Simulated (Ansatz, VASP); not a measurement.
C in VASP and in Ansatz

```
C
1.0
     2.45600    0.00000    0.00000
    -1.22800    2.12696    0.00000
     0.00000    0.00000    6.69600
C
4
Direct
  0.00000 0.00000 0.75000
  0.00000 0.00000 0.25000
  0.33333 0.66667 0.75000
  0.66667 0.33333 0.25000
```

Alike in both runs: task single point; functional PBE; dispersion D3(BJ); k mesh 15 × 15 × 6; occupations gaussian, width 0.1 eV; no spin polarisation.

|  | VASP | Ansatz |
| --- | --- | --- |
| version | VASP 6.6.1 | Ansatz 0.2.0 |
| potentials or method | VASP PAW PBE potentials, release 64 (C), cutoff 600 eV | scalar-relativistic, plane waves, PAW |
| valence electrons in the cell | 16 | 16 |

Ansatz gave:

| Quantity | Value |
| --- | --- |
| gap on the k mesh at the Fermi level (eV) | none |
| pressure (GPa) | 3.3 |
| traceless stress, the component that is largest in VASP (GPa) | -3.13 |

Question: Estimate VASP's values.

Answer: gap on the k mesh at the Fermi level (eV): none; pressure (GPa): 3.3; traceless stress, the component that is largest in VASP (GPa): -3.51.

A gap of «none» marks a metal or a gap that the smearing closes.
